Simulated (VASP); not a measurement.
# InAs (F-43m) in VASP: further runs, part 2 of 2

VASP 6.6.1. The steps go on from the part before.

### 3 Single point, PBE

This run uses another cell than the first one, of 31.89 Å³/atom, 1.459 times its volume.

Contents of INCAR:

```
SYSTEM = InAs
ALGO = Normal
EDIFF = 1E-6
ENCUT = 520
GGA = PE
ISIF = 2
ISMEAR = 0
LASPH = .TRUE.
LCHARG = .FALSE.
LREAL = .FALSE.
LWAVE = .FALSE.
NBANDS = 16
NELM = 80
PREC = Accurate
SIGMA = 0.1
```

Contents of KPOINTS:

```
k-points
0
G
  12 12 12
  0 0 0
```

Contents of POSCAR:

```
InAs
1.0
    0.0000000000      3.1712827045      3.1712827045
    3.1712827045      0.0000000000      3.1712827045
    3.1712827045      3.1712827045      0.0000000000
In As
1 1
Direct
    0.7500000000      0.7500000000      0.7500000000
    0.0000000000      0.0000000000      0.0000000000
```

Potentials or basis: VASP PAW PBE potentials, release 64 (In_d, As).

Command:

```
$ cat potpaw_PBE.64/In_d/POTCAR potpaw_PBE.64/As/POTCAR > POTCAR
$ mpirun -np 1 vasp_std > vasp.out
```

OUTCAR:

```text
SYSTEM = InAs
   EDIFF = 1E-6
   ENCUT = 520
   GGA = PE
   ISIF = 2
   ISMEAR = 0
   LASPH = .TRUE.
   LREAL = .FALSE.
   NELM = 80
   PREC = Accurate

 ion  position               nearest neighbor table
   1  0.750  0.750  0.750-   2 2.75   2 2.75   2 2.75   2 2.75
   2  0.000  0.000  0.000-   1 2.75   1 2.75   1 2.75   1 2.75

  LATTYP: Found a face centered cubic cell.
 ALAT       =     6.3425654090

  Lattice vectors:

 A1 = (   0.0000000000,   3.1712827045,   3.1712827045)
 A2 = (   3.1712827045,   0.0000000000,   3.1712827045)
 A3 = (   3.1712827045,   3.1712827045,   0.0000000000)

Analysis of symmetry for initial positions (statically):
=====================================================================
 Subroutine PRICEL returns:
 Original cell was already a primitive cell.

 Routine SETGRP: Setting up the symmetry group for a
 face centered cubic supercell.

 Subroutine GETGRP returns: Found 24 space group operations
 (whereof 24 operations were pure point group operations)
 out of a pool of 48 trial point group operations.

The static configuration has the point symmetry T_d .

Analysis of symmetry for dynamics (positions and initial velocities):
=====================================================================
 Subroutine PRICEL returns:
 Original cell was already a primitive cell.

 Routine SETGRP: Setting up the symmetry group for a
 face centered cubic supercell.

 Subroutine GETGRP returns: Found 24 space group operations
 (whereof 24 operations were pure point group operations)
 out of a pool of 48 trial point group operations.

The dynamic configuration has the point symmetry T_d .

 Subroutine INISYM returns: Found 24 space group operations
 (whereof 24 operations are pure point group operations),
 and found     1 'primitive' translations

----------------------------------------------------------------------------------------

[... 105 lines left out ...]
   EMIN   =  10.00;   EMAX   =-10.00  energy-range for DOS
   EFERMI =   0.00;   METHOD = LEGACY
   ISMEAR =     0;   SIGMA  =   0.10  broadening in eV -4-tet -1-fermi 0-gaus
   EFERMI_NEDOS =   21; number of points for ismear=-14 and -15
   IALGO  =     38    algorithm
   IMIX   =      4    mixing-type and parameters
     AMIX     =   0.40;   BMIX     =  1.00
     AMIX_MAG =   1.60;   BMIX_MAG =  1.00
  volume/ion in A,a.u.               =      31.89       215.23
  Fermi-wavevector in a.u.,A,eV,Ry     =   1.073793  2.029175 15.687955  1.153032
  Thomas-Fermi vector in A             =   2.209603
   LORBIT       =      0    0 simple, 1 ext, 2 COOP (PROOUT), +10 PAW based schemes
   GGA     = PE    functional components
   LHFCALC =     F    Hartree Fock is set to
   AEXX    =    0.0000 exact exchange contribution
   IVDW    =     0    specifies the selected vdW correction
   LEPSILON=     F    determine dielectric tensor
   LRPA    =     F    only Hartree local field effects (RPA)
 non-spin polarized calculation
 Gauss-broadening in eV      SIGMA  =   0.10
  energy-cutoff  :      520.00
  volume of cell :       63.79
 maximum number of plane-waves:      1759
 NGX is ok and might be reduce to    36
   NGX = 17   NGY = 17   NGZ = 17

 number of electron      18.0000005 magnetization

 Free energy of the ion-electron system (eV)
  ---------------------------------------------------
  ext. energy  EPLUGINS =         0.00000000
  ---------------------------------------------------
  free energy    TOTEN  =        -7.67486621 eV

  energy without entropy =       -7.67470166  energy(sigma->0) =       -7.67478394

 E-fermi :   3.2443     XC(G=0):  -8.4797

 val. band max:        3.1730849037   @ k =   0.0000   0.0000   0.0000
 cond. band min:       3.6262226126   @ k =   0.0833   0.0000   0.0000
 fundamental gap:      0.4531377088
 Fermi energy:         3.2442880980

 k-point     1 :       0.0000    0.0000    0.0000
  band No.  band energies     occupation
      1     -10.9939      2.00000
      2     -10.9939      2.00000
      3     -10.9939      2.00000
      4     -10.9173      2.00000
      5     -10.9173      2.00000
      6      -7.8619      2.00000
[... 433 lines left out ...]
      3     -10.9680      2.00000
      4     -10.9163      2.00000
      5     -10.9133      2.00000
      6      -6.6793      2.00000
[... 8 lines left out ...]
     15      12.4543      0.00000
     16      12.8410      0.00000

 [... further k-points ...]
[... 5 lines left out ...]
  --------------------------------------------------------------------------------------
  -------------------------------------------------------------------------------------
  Total       -1.1943756     -1.1943756     -1.1943756     -0.0000000      0.0000000     -0.0000000
  in kB      -29.9996819    -29.9996819    -29.9996819     -0.0000000      0.0000000     -0.0000000
  external PRESSURE =     -29.9996819 kB  Pullay stress =       0.0000000 kB

 VOLUME and BASIS-vectors are now :
 -----------------------------------------------------------------------------
  energy-cutoff  :      520.00
  volume of cell :       63.79
      direct lattice vectors                 reciprocal lattice vectors
     0.000000000  3.171282704  3.171282704    -0.157664909  0.157664909  0.157664909
     3.171282704  0.000000000  3.171282704     0.157664909 -0.157664909  0.157664909
     3.171282704  3.171282704  0.000000000     0.157664909  0.157664909 -0.157664909

 POSITION                                       TOTAL-FORCE (eV/Angst)
 -----------------------------------------------------------------------------------
      4.75692      4.75692      4.75692        -0.000000      0.000000     -0.000000
      0.00000      0.00000      0.00000         0.000000     -0.000000      0.000000
 -----------------------------------------------------------------------------------
    total drift:                               -0.000000     -0.000000     -0.000000

  FREE ENERGIE OF THE ION-ELECTRON SYSTEM (eV)
  ---------------------------------------------------
  free  energy   TOTEN  =        -7.6748662103 eV

  energy  without entropy=       -7.6747016623  energy(sigma->0) =       -7.67478394
```

stdout:

```text
POSCAR found type information on POSCAR InAs
 POSCAR found :  2 types and       2 ions
 scaLAPACK will be used
 LDA part: xc-table for (Slater+PW92), standard interpolation
 POSCAR, INCAR and KPOINTS ok, starting setup
 FFT: planning ... GRIDC
 FFT: planning ... GRID_SOFT
 FFT: planning ... GRID
 WAVECAR not read
 entering main loop
```

Wall time 26 s (1 thread of Intel Xeon 6975P-C (Granite Rapids), shared host); peak memory 0.24 GiB.

What came out:

| Item | Value |
| --- | --- |
| Free energy | -7.6749 eV |
| Pressure | -3.0 GPa |
| Band gap on the k mesh | zero (filled and empty bands touch) |

Caveat: spin-orbit coupling is left out, which moves the levels of the heavy elements.

### 4 Single point, PBE

This run uses another cell than the first one, of 28.47 Å³/atom, 1.303 times its volume.

Contents of INCAR:

```
SYSTEM = InAs
PREC     = Accurate       ! precision mode
ENCUT    = 500            ! plane-wave cutoff, eV
EDIFF    = 1E-6           ! SCF threshold, eV
ISMEAR   = 0              ! smearing method
SIGMA    = 0.1            ! smearing width, eV
LREAL    = .False.        ! projectors in reciprocal space
LASPH    = .True.         ! aspherical terms in the spheres
NELM     = 120            ! most SCF steps
ALGO     = Normal         ! electronic algorithm
ISIF     = 2              ! what is computed and relaxed
LWAVE    = .False.        ! write WAVECAR
LCHARG   = .True.         ! write CHGCAR
GGA      = PE             ! functional
LELF     = .True.         ! ELF
LVHAR    = .True.       
NBANDS   = 16             ! bands
GGA_COMPAT= .False.
```

Contents of KPOINTS:

```
Automatic mesh
0
Gamma
  6 6 6
  0 0 0
```

Contents of POSCAR:

```
InAs
1.0
    0.0000000000      3.0535616558      3.0535616558
    3.0535616558      0.0000000000      3.0535616558
    3.0535616558      3.0535616558      0.0000000000
In As
1 1
Direct
    0.7500000000      0.7500000000      0.7500000000
    0.0000000000      0.0000000000      0.0000000000
```

Potentials or basis: VASP PAW PBE potentials, release 64 (In_d, As).

Command:

```
$ cat potpaw_PBE.64/In_d/POTCAR potpaw_PBE.64/As/POTCAR > POTCAR
$ mpirun -np 1 vasp_std > vasp.out
```

OUTCAR:

```text
SYSTEM = InAs
   PREC = Accurate
   ENCUT = 500
   EDIFF = 1E-6
   ISMEAR = 0
   LREAL = .False.
   LASPH = .True.
   NELM = 120
   ISIF = 2
   GGA = PE

 ion  position               nearest neighbor table
   1  0.750  0.750  0.750-   2 2.64   2 2.64   2 2.64   2 2.64
   2  0.000  0.000  0.000-   1 2.64   1 2.64   1 2.64   1 2.64

  LATTYP: Found a face centered cubic cell.
 ALAT       =     6.1071233116

  Lattice vectors:

 A1 = (   0.0000000000,   3.0535616558,   3.0535616558)
 A2 = (   3.0535616558,   0.0000000000,   3.0535616558)
 A3 = (   3.0535616558,   3.0535616558,   0.0000000000)

Analysis of symmetry for initial positions (statically):
=====================================================================
 Subroutine PRICEL returns:
 Original cell was already a primitive cell.

 Routine SETGRP: Setting up the symmetry group for a
 face centered cubic supercell.

 Subroutine GETGRP returns: Found 24 space group operations
 (whereof 24 operations were pure point group operations)
 out of a pool of 48 trial point group operations.

The static configuration has the point symmetry T_d .

[... 148 lines left out ...]

  energy without entropy =       -7.68618884  energy(sigma->0) =       -7.68654597

 E-fermi :   4.2495     XC(G=0):  -8.9601

 val. band max:        4.2190019596   @ k =   0.0000   0.0000   0.0000
 cond. band min:       5.1088697145   @ k =   0.5000   0.0000   0.0000
 fundamental gap:      0.8898677549
 Fermi energy:         4.2494605155

 k-point     1 :       0.0000    0.0000    0.0000
  band No.  band energies     occupation
      1     -10.1219      2.00000
      2     -10.1219      2.00000
      3     -10.1219      2.00000
      4     -10.0083      2.00000
      5     -10.0083      2.00000
      6      -7.4543      2.00000
[... 281 lines left out ...]
      3     -10.0539      2.00000
      4     -10.0277      2.00000
      5      -9.9960      2.00000
      6      -5.5303      2.00000
[... 8 lines left out ...]
     15      15.6836      0.00000
     16      15.9286      0.00000

------------------------ aborting loop because EDIFF is reached ----------------------------------------

  FORCE on cell =-STRESS in cart. coord.  units (eV):
  Direction    XX          YY          ZZ          XY          YZ          ZX
  --------------------------------------------------------------------------------------
  -------------------------------------------------------------------------------------
  Total        0.7804976      0.7804976      0.7804976      0.0000000      0.0000000     -0.0000000
  in kB       21.9599875     21.9599875     21.9599875      0.0000000      0.0000000     -0.0000000
  external PRESSURE =      21.9599875 kB  Pullay stress =       0.0000000 kB

 VOLUME and BASIS-vectors are now :
 -----------------------------------------------------------------------------
  energy-cutoff  :      500.00
  volume of cell :       56.94
      direct lattice vectors                 reciprocal lattice vectors
     0.000000000  3.053561656  3.053561656    -0.163743214  0.163743214  0.163743214
     3.053561656  0.000000000  3.053561656     0.163743214 -0.163743214  0.163743214
     3.053561656  3.053561656  0.000000000     0.163743214  0.163743214 -0.163743214

 POSITION                                       TOTAL-FORCE (eV/Angst)
 -----------------------------------------------------------------------------------
      4.58034      4.58034      4.58034        -0.000000     -0.000000     -0.000000
      0.00000      0.00000      0.00000         0.000000      0.000000      0.000000
 -----------------------------------------------------------------------------------
    total drift:                                0.000000      0.000000      0.000000

  FREE ENERGIE OF THE ION-ELECTRON SYSTEM (eV)
  ---------------------------------------------------
  free  energy   TOTEN  =        -7.6869030945 eV

  energy  without entropy=       -7.6861888418  energy(sigma->0) =       -7.68654597
```

OSZICAR:

```text
N       E                     dE             d eps       ncg     rms          rms(c)
DAV:   1     0.104464200104E+03    0.10446E+03   -0.84983E+03   512   0.121E+03
DAV:   2    -0.108763535832E+01   -0.10555E+03   -0.10128E+03   568   0.284E+02
DAV:   3    -0.778576116798E+01   -0.66981E+01   -0.66707E+01   632   0.703E+01
DAV:   4    -0.794976748833E+01   -0.16401E+00   -0.16397E+00   624   0.127E+01
DAV:   5    -0.795711629903E+01   -0.73488E-02   -0.73486E-02   728   0.239E+00    0.452E+00
DAV:   6    -0.770797035903E+01    0.24915E+00   -0.36876E-01   800   0.994E+00    0.247E+00
DAV:   7    -0.768476022000E+01    0.23210E-01   -0.11274E-01   704   0.292E+00    0.678E-01
DAV:   8    -0.768599952536E+01   -0.12393E-02   -0.13468E-02   640   0.131E+00    0.233E-01
DAV:   9    -0.768670763693E+01   -0.70811E-03   -0.11777E-03   592   0.294E-01    0.142E-01
DAV:  10    -0.768686604834E+01   -0.15841E-03   -0.20389E-04   672   0.183E-01    0.762E-02
DAV:  11    -0.768689995895E+01   -0.33911E-04   -0.12779E-04   584   0.135E-01    0.654E-02
DAV:  12    -0.768690278702E+01   -0.28281E-05   -0.99682E-06   584   0.317E-02    0.118E-02
DAV:  13    -0.768690309450E+01   -0.30748E-06   -0.17615E-06   568   0.787E-03
   1 F= -.76869031E+01 E0= -.76865460E+01  d E =-.714253E-03
```

stdout:

```text
POSCAR found type information on POSCAR InAs
 POSCAR found :  2 types and       2 ions
 scaLAPACK will be used
 LDA part: xc-table for (Slater+PW92), standard interpolation
 POSCAR, INCAR and KPOINTS ok, starting setup
 FFT: planning ... GRIDC
 FFT: planning ... GRID_SOFT
 FFT: planning ... GRID
 WAVECAR not read
 entering main loop
```

It took 13 s on 1 thread of Intel Xeon Platinum 8259CL at 2.50GHz (Skylake/Cascade Lake), shared host; peak memory 0.18 GiB.

What came out:

| Quantity | Value |
| --- | --- |
| Free energy | -7.6869 eV |
| Pressure | 2.2 GPa |
| Band gap on the k mesh | zero (filled and empty bands touch) |

Caveat: spin-orbit coupling is left out, which moves the levels of the heavy elements.

### 5 Single point, PBE

This run uses another cell than the first one, of 29.62 Å³/atom, 1.355 times its volume.

Contents of INCAR:

```
ALGO = Normal ; EDIFF = 1E-6
ENCUT = 520 ; GGA = PE
ISIF = 2 ; ISMEAR = 0
LASPH = T ; LCHARG = F
LREAL = F ; LWAVE = F
NBANDS = 16 ; NELM = 60
PREC = Accurate ; SIGMA = 0.1
```

Contents of KPOINTS:

```
k-points
0
Gamma
  12 12 12
```

Contents of POSCAR:

```
InAs
1.0
    0.0000000000      3.0942002519      3.0942002519
    3.0942002519      0.0000000000      3.0942002519
    3.0942002519      3.0942002519      0.0000000000
In As
1 1
Direct
    0.7500000000      0.7500000000      0.7500000000
    0.0000000000      0.0000000000      0.0000000000
```

Command:

```
$ cat potpaw_PBE.64/In_d/POTCAR potpaw_PBE.64/As/POTCAR > POTCAR
$ mpirun -np 1 vasp_std > vasp.out
```

It took 49 s on 1 thread of AMD EPYC 9R45 (Zen 5), shared host; peak memory 0.21 GiB.

It converged, with:

* Free energy: -7.7198 eV
* Pressure: 0.0 GPa
* Band gap on the k mesh: zero (filled and empty bands touch)

Levels at points of the mesh, in eV from the Fermi level:
| k point | band 7 | band 8 | band 9 | band 10 | band 11 | band 12 |
| --- | --- | --- | --- | --- | --- | --- |
| (0.00, 0.00, 0.00) | -0.61 | -0.07 | -0.07 | -0.07 | 3.81 | 3.81 |
| (0.50, 0.00, 0.00) | -5.49 | -0.96 | -0.96 | 0.74 | 4.57 | 4.57 |
| (0.50, 0.50, 0.00) | -5.62 | -2.16 | -2.16 | 1.59 | 1.98 | 8.69 |

Caveat: spin-orbit coupling is left out, which moves the levels of the heavy elements.

### 6 The runs side by side

| cell | k mesh | cutoff (eV) | gap on the mesh (eV) | pressure (GPa) |
| --- | --- | --- | --- | --- |
| a = 3.954 Å, angles 60.0°, 2 atoms | 14 × 14 × 14 | 520 | 0.99 | 30.2 |
| a = 4.485 Å, angles 60.0°, 2 atoms | 12 × 12 × 12 | 520 | none | -3.0 |
| a = 4.318 Å, angles 60.0°, 2 atoms | 6 × 6 × 6 | 500 | none | 2.2 |
| a = 4.376 Å, angles 60.0°, 2 atoms | 12 × 12 × 12 | 520 | none | 0.0 |

Alike in all rows: task single point; level PBE; potentials or basis VASP PAW PBE potentials, release 64 (In_d, As); no spin polarisation; smearing gaussian 0.1 eV.

Caveats: spin-orbit coupling is left out, which moves the levels of the heavy elements.

Absolute energies hang on the potentials; compare differences alone.
